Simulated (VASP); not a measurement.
Al2GaSb3:

```xyz
6
Lattice="6.5036 0.0000 0.0000 -3.2518 5.6323 0.0000 0.0000 0.0000 3.7683" Properties=species:S:1:pos:R:3 pbc="T T T"
Al    3.2518    1.8774    0.0000
Al    0.0000    3.7549    0.0000
Ga    0.0000    0.0000    0.0000
Sb    3.2518    0.0000    1.8842
Sb   -1.6259    2.8162    1.8842
Sb    1.6259    2.8162    1.8842
```

The cell was built from a structure type or drawn by symmetry, and may not be a known phase.

- Program: VASP 6.6.1
- Task: relaxation of cell and atoms
- Functional: PBE
- Potentials or basis: VASP PAW PBE potentials, release 64 (Al, Ga_d, Sb)
- Cutoff: 600 eV
- k mesh: 3 × 3 × 4
- Occupations: gaussian, width 0.1 eV
- Spin: no spin polarisation

At the start: pressure 13.9 GPa; volume 23.01 Å³/atom.

Problem. Where does the relaxation end?

Solution. Over 6 steps the energy falls by 213.2 meV/atom and the volume is 28.49 Å³/atom (+23.8 %); space group P6/mmm (No. 191, to 0.1 Å) before and after.

Step by step:
| step | energy change (eV) | largest force (eV/Å) | pressure (GPa) | volume (Å³) |
| --- | --- | --- | --- | --- |
| 1 | 0.0000 | 0.0000 | 13.88 | 138.04 |
| 2 | -1.1783 | 0.0000 | -2.37 | 181.70 |
| 3 | -1.2508 | 0.0000 | -0.14 | 170.91 |
| 4 | -1.2510 | 0.0000 | -0.30 | 171.62 |
| 5 | -1.2784 | 0.0000 | -0.01 | 171.03 |
| 6 | -1.2790 | 0.0000 | 0.05 | 170.92 |

Final structure:
```
Al Ga Sb
1.0
     7.12513    0.00000    0.00000
    -3.56257    6.17054    0.00000
     0.00000    0.00000    3.88763
Al Ga Sb
2 1 3
Direct
  0.66667 0.33333 0.00000
  0.33333 0.66667 0.00000
  0.00000 0.00000 0.00000
  0.50000 0.00000 0.50000
  0.00000 0.50000 0.50000
  0.50000 0.50000 0.50000
```

Caveat: the k points lie up to 0.40 Å⁻¹ apart in the final cell, too coarse for converged energies and pressures of a metal; the volume moved by over 15 % at a fixed basis, so the end points are rough.
